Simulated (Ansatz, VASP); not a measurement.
One calculation of Bi, two programs

INCAR

```
SYSTEM = Bi
ALGO = Normal
EDIFF = 1E-6
ENCUT = 520
GGA = CA
ISIF = 2
ISMEAR = -1
LASPH = .True.
LCHARG = .False.
LREAL = .False.
LWAVE = .False.
NBANDS = 22
NELM = 60
PREC = Accurate
SIGMA = 0.03
```

Contents of KPOINTS:

```
k-points
0
Gamma
  11 11 11
  0 0 0
```

POSCAR

```
Bi
1.0
    2.2729996784      1.3123169762      4.0330800000
   -2.2729996784      1.3123169762      4.0330800000
    0.0000000000     -2.6246339523      4.0330800000
Bi
2
Direct
    0.2338900000      0.2338900000      0.2338900000
    0.7661100000      0.7661100000      0.7661100000
```

Input for Ansatz:

```yaml
crystal:
  lattice:
    - [2.2729996784, 1.3123169762, 4.03308]
    - [-2.2729996784, 1.3123169762, 4.03308]
    - [0.0, -2.6246339523, 4.03308]
  atoms:
    - { symbol: Bi, position: [0.23389, 0.23389, 0.23389] }
    - { symbol: Bi, position: [0.76611, 0.76611, 0.76611] }
kpoints:
  mp_grid: { grid: [11, 11, 11] }
  band_path:
    path:
      - [0.0, 0.0, 0.0]
      - [0.5, 0.5, 0.5]
      - [0.7627483102, 0.2372516898, 0.5]
      - [0.5, -0.2372516898, 0.2372516898]
      - [0.5, 0.0, 0.0]
      - [0.0, 0.0, 0.0]
      - [0.3686258449, -0.3686258449, 0.0]
      - [0.6313741551, 0.0, 0.3686258449]
      - [0.5, 0.0, 0.5]
    npoints: 5
scf:
  occupations: { method: fermi_dirac, width: 0.03 }
hamiltonian:
  xc: lda
  pseudopotentials: { kind: all_electron, lapw: { basis_error: 0.00025 } }
output:
  forces: true
  stress: true
  eigenvalues: true
```

Change from the starting cell: zz strain of +2 %.

Alike in both runs: task single point; functional LDA; k mesh 11 × 11 × 11; occupations fermi-dirac, width 0.03 eV; no spin polarisation.

|  | VASP | Ansatz |
| --- | --- | --- |
| version | VASP 6.6.1 | Ansatz 0.2.0 |
| potentials or method | VASP PAW LDA potentials, release 64 (Bi_d), cutoff 520 eV | all-electron LAPW, scalar-relativistic |

```tsv
	VASP	Ansatz	Ansatz less VASP
pressure (GPa)	-2.5	-2.6	-0.05
traceless stress, the component that is largest in VASP (GPa)	-0.20	-0.18	+0.018
rms of the force components (eV/Å)	0.037	0.049	+0.0120
```

LDA's correlation is that of Perdew and Zunger in VASP and of Perdew and Wang (1992) in Ansatz. Atom by atom the forces differ by 0.012 eV/Å (rms over components). Ansatz ran all-electron here, and VASP with PAW potentials.

Neither program's run includes spin-orbit coupling.
